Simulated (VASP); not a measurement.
# SnO2 (R-3m) in VASP: notebook

The runs below take SnO2 through single point, with LDA.

Everything below comes from runs of VASP 6.6.1. Logs are shortened: lines on timing, memory, paths and dates and some standing lists are left out, and cuts for length are marked.

## (1) The cell of the first run

Symmetry: R-3m, No. 166, trigonal system. The conventional cell has a = 3.234 Å, b = 3.234 Å, c = 13.538 Å, α = 90.00°, β = 90.00°, γ = 120.00°. Within 2.8 Å of Sn (site symmetry -3m) lie 6 O at 2.10 Å. Within 2.8 Å of O (site symmetry 3m) lie 3 Sn at 2.10 Å and 3 O at 2.67 Å.

## (2) Single point, LDA (strain -0.0600 x Voigt [0, 0, 1, 0, 0, 0])

INCAR

```
ALGO = Normal
EDIFF = 1E-6
ENCUT = 520
GGA = CA
ISIF = 2
ISMEAR = 0
LASPH = True
LCHARG = True
LELF = True
LREAL = False
LVHAR = True
LWAVE = False
NBANDS = 20
NELM = 100
PREC = Accurate
SIGMA = 0.05
```

KPOINTS

```
k-points
0
Gamma
  12 12 12
```

POSCAR

```
SnO2
1.0
    1.6170930752      0.9336291223      4.5125570290
   -1.6170930752      0.9336291223      4.5125570290
    0.0000000000     -1.8672582446      4.5125570290
Sn O
1 2
Direct
    0.5000000000      0.5000000000      0.5000000000
    0.2371700000      0.2371700000      0.2371700000
    0.7628300000      0.7628300000      0.7628300000
```

Potentials or basis: VASP PAW LDA potentials, release 64 (Sn_d, O).

The run is started by

```sh
$ cat potpaw_LDA.64/Sn_d/POTCAR potpaw_LDA.64/O/POTCAR > POTCAR
$ mpirun -np 1 vasp_std > vasp.out
```

OUTCAR:

```text
EDIFF = 1E-6
   ENCUT = 520
   GGA = CA
   ISIF = 2
   ISMEAR = 0
   LASPH = True
   LREAL = False
   NELM = 100
   PREC = Accurate

 ion  position               nearest neighbor table
   1  0.500  0.500  0.500-   2 2.10   2 2.10   3 2.10   3 2.10   2 2.10   3 2.10
   2  0.237  0.237  0.237-   1 2.10   1 2.10   1 2.10
   3  0.763  0.763  0.763-   1 2.10   1 2.10   1 2.10

  LATTYP: Found a trigonal (rhomboedric) cell.
 ALAT       =     4.8836281894
 COS(alpha) =     0.7807120101

  Lattice vectors:

 A1 = (   1.6170930752,   0.9336291223,   4.5125570290)
 A2 = (  -1.6170930752,   0.9336291223,   4.5125570290)
 A3 = (   0.0000000000,  -1.8672582446,   4.5125570290)

Analysis of symmetry for initial positions (statically):
=====================================================================
 Subroutine PRICEL returns:
 Original cell was already a primitive cell.

 Routine SETGRP: Setting up the symmetry group for a
 trigonal (rhombohedral) supercell.

 Subroutine GETGRP returns: Found 12 space group operations
 (whereof 12 operations were pure point group operations)
 out of a pool of 12 trial point group operations.

The static configuration has the point symmetry D_3d.

Analysis of symmetry for dynamics (positions and initial velocities):
=====================================================================
 Subroutine PRICEL returns:
 Original cell was already a primitive cell.

 Routine SETGRP: Setting up the symmetry group for a
 trigonal (rhombohedral) supercell.

 Subroutine GETGRP returns: Found 12 space group operations
 (whereof 12 operations were pure point group operations)
 out of a pool of 12 trial point group operations.

The dynamic configuration has the point symmetry D_3d.

 Subroutine INISYM returns: Found 12 space group operations
 (whereof 12 operations are pure point group operations),
 and found     1 'primitive' translations

----------------------------------------------------------------------------------------

                                     Primitive cell

  volume of cell :      40.8774

  direct lattice vectors                    reciprocal lattice vectors
     1.617093075  0.933629122  4.512557029     0.309196797  0.178514854  0.073867949
    -1.617093075  0.933629122  4.512557029    -0.309196797  0.178514854  0.073867949
     0.000000000 -1.867258245  4.512557029     0.000000000 -0.357029708  0.073867949

  length of vectors
     4.883628189  4.883628189  4.883628189     0.364591123  0.364591123  0.364591123

  position of ions in fractional coordinates (direct lattice)
     0.500000000  0.500000000  0.500000000
     0.237170000  0.237170000  0.237170000
     0.762830000  0.762830000  0.762830000

  ion indices of the primitive-cell ions
   primitive index   ion index
                 1           1
                 2           2
                 3           3

----------------------------------------------------------------------------------------

 KPOINTS: k-points

Automatic generation of k-mesh.
 Grid dimensions read from file:
 generate k-points for:   12   12   12

 Generating k-lattice:

  Cartesian coordinates                     Fractional coordinates (reciprocal lattice)
     0.025766400  0.014876238  0.006155662     0.083333333 -0.000000000 -0.000000000
    -0.025766400  0.014876238  0.006155662    -0.000000000  0.083333333 -0.000000000
     0.000000000 -0.029752476  0.006155662    -0.000000000 -0.000000000  0.083333333

  Length of vectors
     0.030382594  0.030382594  0.030382594

  Shift w.r.t. Gamma in fractional coordinates (k-lattice)
     0.000000000  0.000000000  0.000000000

 Subroutine IBZKPT returns following result:
 ===========================================

 Found    189 irreducible k-points:

 Following reciprocal coordinates:
            Coordinates               Weight
  0.000000  0.000000  0.000000      1.000000
  0.083333  0.000000  0.000000      6.000000
  0.166667 -0.000000  0.000000      6.000000
  0.250000 -0.000000 -0.000000      6.000000
  0.333333 -0.000000 -0.000000      6.000000
  0.416667  0.000000 -0.000000      6.000000
[... 16 lines left out ...]
  0.500000  0.166667 -0.000000     12.000000
 -0.416667  0.166667  0.000000     12.000000
 [... further k-points ...]
   k-points           NKPTS =    189   k-points in BZ     NKDIM =    189   number of bands    NBANDS=     20
   number of dos      NEDOS =    301   number of ions     NIONS =      3
   total plane-waves  NPLWV =  46656
   dimension x,y,z NGX =    36 NGY =   36 NGZ =   36
   dimension x,y,z NGXF=    72 NGYF=   72 NGZF=   72
   ions per type =               1   2
   NGX,Y,Z   is equivalent  to a cutoff of  12.25, 12.25, 12.25 a.u.
   NGXF,Y,Z  is equivalent  to a cutoff of  24.51, 24.51, 24.51 a.u.
 SYSTEM =  unknown system
   PREC   = accura    normal or accurate (medium, high low for compatibility)
   ISTART =      0    job   : 0-new  1-cont  2-samecut
   ICHARG =      2    charge: 1-file 2-atom 10-const
[... 83 lines left out ...]
     20      20.7593      0.00000

 k-point     3 :       0.1667   -0.0000    0.0000
  band No.  band energies     occupation
      1     -16.2166      2.00000
      2     -16.0638      2.00000
      3     -15.8942      2.00000
      4     -15.7627      2.00000
      5     -15.7193      2.00000
      6     -13.9773      2.00000
[... 12 lines left out ...]
     19      18.0359      0.00000
     20      20.8294      0.00000

 k-point     4 :       0.2500   -0.0000   -0.0000
  band No.  band energies     occupation
      1     -16.4147      2.00000
      2     -15.9591      2.00000
      3     -15.8591      2.00000
      4     -15.7815      2.00000
      5     -15.6956      2.00000
      6     -13.7180      2.00000
[... 12 lines left out ...]
     19      17.2172      0.00000
     20      20.7229      0.00000

 k-point     5 :       0.3333   -0.0000   -0.0000
  band No.  band energies     occupation
      1     -16.6063      2.00000
      2     -15.8875      2.00000
      3     -15.8450      2.00000
      4     -15.7646      2.00000
      5     -15.6497      2.00000
      6     -13.3772      2.00000
[... 12 lines left out ...]
     19      16.9182      0.00000
     20      19.1777      0.00000

 k-point     6 :       0.4167    0.0000   -0.0000
  band No.  band energies     occupation
      1     -16.7366      2.00000
      2     -15.8799      2.00000
      3     -15.8438      2.00000
      4     -15.7148      2.00000
      5     -15.6059      2.00000
      6     -13.0543      2.00000
[... 12 lines left out ...]
     19      16.9458      0.00000
     20      17.9994      0.00000

 k-point     7 :       0.5000   -0.0000   -0.0000
  band No.  band energies     occupation
      1     -16.7825      2.00000
      2     -15.8824      2.00000
      3     -15.8445      2.00000
      4     -15.6932      2.00000
      5     -15.5884      2.00000
      6     -12.9135      2.00000
[... 12 lines left out ...]
     19      17.2572      0.00000
     20      17.2822      0.00000
[... 277 lines left out ...]
 k-point    20 :       0.2500    0.1667   -0.0000
  band No.  band energies     occupation
      1     -16.3009      2.00000
      2     -16.0619      2.00000
      3     -15.8524      2.00000
      4     -15.7771      2.00000
      5     -15.7067      2.00000
      6     -13.8008      2.00000
[... 12 lines left out ...]
     19      17.1572      0.00000
     20      20.4831      0.00000

 k-point    21 :       0.3333    0.1667   -0.0000
  band No.  band energies     occupation
      1     -16.4168      2.00000
      2     -16.0684      2.00000
      3     -15.8186      2.00000
      4     -15.7920      2.00000
      5     -15.6731      2.00000
      6     -13.4875      2.00000
[... 12 lines left out ...]
     19      17.0138      0.00000
     20      19.5060      0.00000

 k-point    22 :       0.4167    0.1667    0.0000
  band No.  band energies     occupation
      1     -16.5417      2.00000
      2     -16.0576      2.00000
      3     -15.8204      2.00000
      4     -15.7800      2.00000
      5     -15.6446      2.00000
      6     -13.0683      2.00000
[... 12 lines left out ...]
     19      17.3439      0.00000
     20      18.4755      0.00000

 k-point    23 :       0.5000    0.1667   -0.0000
  band No.  band energies     occupation
      1     -16.6335      2.00000
      2     -16.0473      2.00000
      3     -15.8358      2.00000
      4     -15.7376      2.00000
      5     -15.6457      2.00000
      6     -12.6625      2.00000
[... 12 lines left out ...]
     19      17.6094      0.00000
     20      17.8089      0.00000

 k-point    24 :      -0.4167    0.1667    0.0000
  band No.  band energies     occupation
      1     -16.6662      2.00000
      2     -16.0439      2.00000
      3     -15.8421      2.00000
      4     -15.7037      2.00000
      5     -15.6637      2.00000
      6     -12.4893      2.00000
[... 12 lines left out ...]
     19      17.1692      0.00000
     20      17.9634      0.00000

 [... further k-points ...]

------------------------ aborting loop because EDIFF is reached ----------------------------------------

  FORCE on cell =-STRESS in cart. coord.  units (eV):
  Direction    XX          YY          ZZ          XY          YZ          ZX
  --------------------------------------------------------------------------------------
  -------------------------------------------------------------------------------------
  Total       -1.1606151     -1.1606151     -0.4253236      0.0000000      0.0000000      0.0000000
  in kB      -45.4899485    -45.4899485    -16.6704253      0.0000000      0.0000000      0.0000000
  external PRESSURE =     -35.8834408 kB  Pullay stress =       0.0000000 kB

 VOLUME and BASIS-vectors are now :
 -----------------------------------------------------------------------------
  energy-cutoff  :      520.00
  volume of cell :       40.88
      direct lattice vectors                 reciprocal lattice vectors
     1.617093075  0.933629122  4.512557029     0.309196797  0.178514854  0.073867949
    -1.617093075  0.933629122  4.512557029    -0.309196797  0.178514854  0.073867949
     0.000000000 -1.867258245  4.512557029     0.000000000 -0.357029708  0.073867949

 POSITION                                       TOTAL-FORCE (eV/Angst)
 -----------------------------------------------------------------------------------
      0.00000      0.00000      6.76884         0.000000      0.000000     -0.000000
      0.00000      0.00000      3.21073        -0.000000     -0.000000      0.172572
      0.00000      0.00000     10.32694        -0.000000      0.000000     -0.172572
 -----------------------------------------------------------------------------------
    total drift:                                0.000000     -0.000000      0.000000

  FREE ENERGIE OF THE ION-ELECTRON SYSTEM (eV)
  ---------------------------------------------------
  free  energy   TOTEN  =       -20.5057926863 eV

  energy  without entropy=      -20.5057926863  energy(sigma->0) =      -20.50579269
```

Run time: 3.9 min. Hardware: 1 thread of Intel Xeon Platinum 8259CL at 2.50GHz (Skylake/Cascade Lake), shared host; peak memory 0.27 GiB.

What came out:

```yaml
Free_energy: -20.5058 eV
Pressure: -3.6 GPa
Largest_force: 0.173 eV/Å
Band_gap_on_the_k_mesh: 1.76 eV (least direct gap 1.89 eV)
```

Forces on the atoms (eV/Å):
```
Sn   0.000  0.000  0.000
O    0.000  0.000  0.173
O    0.000  0.000 -0.173
```

Stress tensor (GPa, compression positive):
```
-4.55  0.00  0.00
 0.00 -4.55  0.00
 0.00  0.00 -1.67
```

Levels at points of the mesh, in eV from the valence-band top:
| k point | band 9 | band 10 | band 11 | band 12 | band 13 | band 14 | band 15 | band 16 | band 17 | band 18 |
| --- | --- | --- | --- | --- | --- | --- | --- | --- | --- | --- |
| (0.00, 0.00, 0.00) | -1.47 | -1.47 | -1.09 | -1.09 | -0.13 | 1.76 | 5.58 | 10.74 | 10.74 | 11.90 |
| (0.50, 0.00, 0.00) | -4.28 | -3.32 | -1.53 | -0.73 | -0.67 | 5.46 | 7.79 | 9.65 | 12.48 | 13.04 |
| (0.50, 0.50, 0.00) | -4.62 | -3.46 | -1.03 | -0.46 | -0.01 | 5.09 | 6.79 | 10.80 | 10.81 | 12.83 |
| (0.50, 0.50, 0.50) | -1.64 | -1.57 | -1.57 | -1.02 | -1.02 | 3.31 | 5.68 | 11.03 | 11.03 | 12.45 |

Caveat: the cell differs from its parent crystal (strain -0.0600 x Voigt [0, 0, 1, 0, 0, 0]); the cell stands under tension; spin-orbit coupling is left out, which moves the levels of the heavy elements.

## (3) Single point, LDA (strain -0.0450 x Voigt [0, 0, 1, 0, 0, 0])

INCAR

```
PREC     = Accurate       # precision mode
ENCUT    = 520            # plane-wave cutoff, eV
EDIFF    = 1E-6           # SCF threshold, eV
ISMEAR   = 0              # smearing method
SIGMA    = 0.05           # smearing width, eV
LREAL    = False          # projectors in reciprocal space
LASPH    = True           # aspherical terms in the spheres
NELM     = 60             # most SCF steps
ALGO     = Normal         # electronic algorithm
ISIF     = 2              # what is computed and relaxed
LWAVE    = False          # write WAVECAR
LCHARG   = False          # write CHGCAR
NBANDS   = 20             # bands
```

KPOINTS

```
regular mesh
0
Gamma
  12 12 12
```

POSCAR

```
SnO2
1.0
    1.6170930752      0.9336291223      4.5845659177
   -1.6170930752      0.9336291223      4.5845659177
    0.0000000000     -1.8672582446      4.5845659177
Sn O
1 2
Direct
    0.5000000000      0.5000000000      0.5000000000
    0.2371700000      0.2371700000      0.2371700000
    0.7628300000      0.7628300000      0.7628300000
```

Potentials or basis: VASP PAW LDA potentials, release 64 (Sn_d, O).

The run is started by

```sh
$ cat potpaw_LDA.64/Sn_d/POTCAR potpaw_LDA.64/O/POTCAR > POTCAR
$ mpirun -np 1 vasp_std > vasp.out
```

It took 6.6 min on 1 thread of Intel Xeon Platinum 8259CL at 2.50GHz (Skylake/Cascade Lake), shared host; peak memory 0.3 GiB.

The run converged. Its results:

```
Free energy            : -20.4971 eV
Pressure               : -4.9 GPa
Largest force          : 0.029 eV/Å
Band gap on the k mesh : 1.76 eV (least direct gap 1.89 eV)
```

Forces on the atoms (eV/Å):
```
Sn   0.000  0.000  0.000
O    0.000  0.000 -0.029
O    0.000  0.000  0.029
```

Stress tensor (GPa, compression positive):
```
-5.87  0.00  0.00
 0.00 -5.87  0.00
 0.00  0.00 -3.09
```

Levels at points of the mesh, in eV from the valence-band top:
```tsv
k point	band 10	band 11	band 12	band 13	band 14	band 15	band 16	band 17
(0.00, 0.00, 0.00)	-1.43	-1.05	-1.05	-0.13	1.76	5.56	10.74	10.74
(0.50, 0.00, 0.00)	-3.24	-1.51	-0.69	-0.66	5.38	7.72	9.68	12.38
(0.50, 0.50, 0.00)	-3.36	-1.07	-0.47	-0.01	5.03	6.76	10.71	10.84
(0.50, 0.50, 0.50)	-1.52	-1.52	-0.98	-0.98	3.24	5.62	11.00	11.00
```

Caveat: the cell differs from its parent crystal (strain -0.0450 x Voigt [0, 0, 1, 0, 0, 0]); the cell stands under tension; spin-orbit coupling is left out, which moves the levels of the heavy elements. A k mesh can miss the band edges.

## (4) Single point, LDA (strain -0.0300 x Voigt [0, 0, 1, 0, 0, 0])

INCAR

```
SYSTEM = SnO2
PREC     = Accurate       ! precision mode
ENCUT    = 520            ! plane-wave cutoff, eV
EDIFF    = 1E-6           ! SCF threshold, eV
ISMEAR   = 0              ! smearing method
SIGMA    = 0.05           ! smearing width, eV
LREAL    = .FALSE.        ! projectors in reciprocal space
LASPH    = .TRUE.         ! aspherical terms in the spheres
NELM     = 100            ! most SCF steps
ALGO     = Normal         ! electronic algorithm
ISIF     = 2              ! what is computed and relaxed
LWAVE    = .FALSE.        ! write WAVECAR
LCHARG   = .TRUE.         ! write CHGCAR
LELF     = .TRUE.         ! ELF
LVHAR    = .TRUE.       
NBANDS   = 20             ! bands
```

KPOINTS

```
Automatic mesh
0
G
  12 12 12
  0 0 0
```

POSCAR

```
SnO2
1.0
    1.6170930752      0.9336291223      4.6565748065
   -1.6170930752      0.9336291223      4.6565748065
    0.0000000000     -1.8672582446      4.6565748065
Sn O
1 2
Direct
    0.5000000000      0.5000000000      0.5000000000
    0.2371700000      0.2371700000      0.2371700000
    0.7628300000      0.7628300000      0.7628300000
```

The run is started by

```sh
$ cat potpaw_LDA.64/Sn_d/POTCAR potpaw_LDA.64/O/POTCAR > POTCAR
$ mpirun -np 1 vasp_std > vasp.out
```

Run time: 6.6 min. Hardware: 1 thread of Intel Xeon Platinum 8259CL at 2.50GHz (Skylake/Cascade Lake), shared host; peak memory 0.3 GiB.

The run converged. Its results:

- Free energy: -20.4827 eV
- Pressure: -6.2 GPa
- Largest force: 0.228 eV/Å
- Band gap on the k mesh: 1.76 eV (least direct gap 1.89 eV)

Forces in eV/Å, atoms in the order of the input:
```
Sn   0.000  0.000  0.000
O    0.000  0.000 -0.228
O    0.000  0.000  0.228
```

Stress tensor (GPa, compression positive):
```
-7.07  0.00  0.00
 0.00 -7.07  0.00
 0.00  0.00 -4.48
```

Levels at points of the mesh, in eV from the valence-band top:
| k point | band 11 | band 12 | band 13 | band 14 | band 15 | band 16 |
| --- | --- | --- | --- | --- | --- | --- |
| (0.00, 0.00, 0.00) | -1.00 | -1.00 | -0.13 | 1.76 | 5.54 | 10.74 |
| (0.50, 0.00, 0.00) | -1.50 | -0.65 | -0.65 | 5.30 | 7.64 | 9.71 |
| (0.50, 0.50, 0.00) | -1.10 | -0.47 | -0.02 | 4.97 | 6.73 | 10.62 |
| (0.50, 0.50, 0.50) | -1.47 | -0.94 | -0.94 | 3.17 | 5.56 | 10.97 |

Caveat: the cell differs from its parent crystal (strain -0.0300 x Voigt [0, 0, 1, 0, 0, 0]); the cell stands under tension; spin-orbit coupling is left out, which moves the levels of the heavy elements. A k mesh can miss the band edges.

## (5) Summary

```tsv
cell	gap on the mesh (eV)	pressure (GPa)	largest force (eV/Å)
a = 4.884 Å, angles 38.7°, 3 atoms	1.76	-3.6	0.17
a = 4.950 Å, angles 38.1°, 3 atoms	1.76	-4.9	0.03
a = 5.017 Å, angles 37.6°, 3 atoms	1.76	-6.2	0.23
```

Alike in all rows: task single point; level LDA; potentials or basis VASP PAW LDA potentials, release 64 (Sn_d, O); no spin polarisation; k mesh 12 × 12 × 12; cutoff (eV) 520; smearing gaussian 0.05 eV.

Caveats: the cell stands under tension; spin-orbit coupling is left out, which moves the levels of the heavy elements.

Absolute energies hang on the potentials; compare differences alone.
